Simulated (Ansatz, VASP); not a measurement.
**Be4Se in VASP and in Ansatz**

```
CELL_PARAMETERS angstrom
3.99993 0.00000 0.00000
0.00000 3.99993 0.00000
0.00000 0.00000 3.99993
ATOMIC_POSITIONS crystal
Be 0.30864 0.30864 0.30864
Be 0.69136 0.69136 0.30864
Be 0.69136 0.30864 0.69136
Be 0.30864 0.69136 0.69136
Se 0.00000 0.00000 0.00000
```

Change from the starting cell: ordered vacancies on the anion sites of cuprite (P-43m, No. 215).

Alike in both runs: functional PBE; k mesh 10 × 10 × 10; occupations gaussian, width 0.1 eV; no spin polarisation.

Ansatz relaxed the structure, and its values are those at the end. VASP's run is a single point on that final structure, the one shown.

|  | VASP | Ansatz |
| --- | --- | --- |
| version | VASP 6.6.1 | Ansatz 0.2.0 |
| potentials or method | VASP PAW PBE potentials, release 64 (Be, Se), cutoff 520 eV | scalar-relativistic, plane waves, PAW |
| valence electrons in the cell | 14 | 24 |

VASP gave:

```
gap on the k mesh at the Fermi level (eV) : none
pressure (GPa)                            : 0.2
rms of the force components (eV/Å)        : 0.011
```

Which values does Ansatz return?

gap on the k mesh at the Fermi level (eV): none; pressure (GPa): 0.0; rms of the force components (eV/Å): 0.006.

A gap of «none» marks a metal or a gap that the smearing closes. The functional is the same, so the differences come from potentials, cutoffs and numerics. VASP's potentials hold 14 valence electrons a cell and Ansatz's 24, so a difference there can come from the potentials and not from the codes.
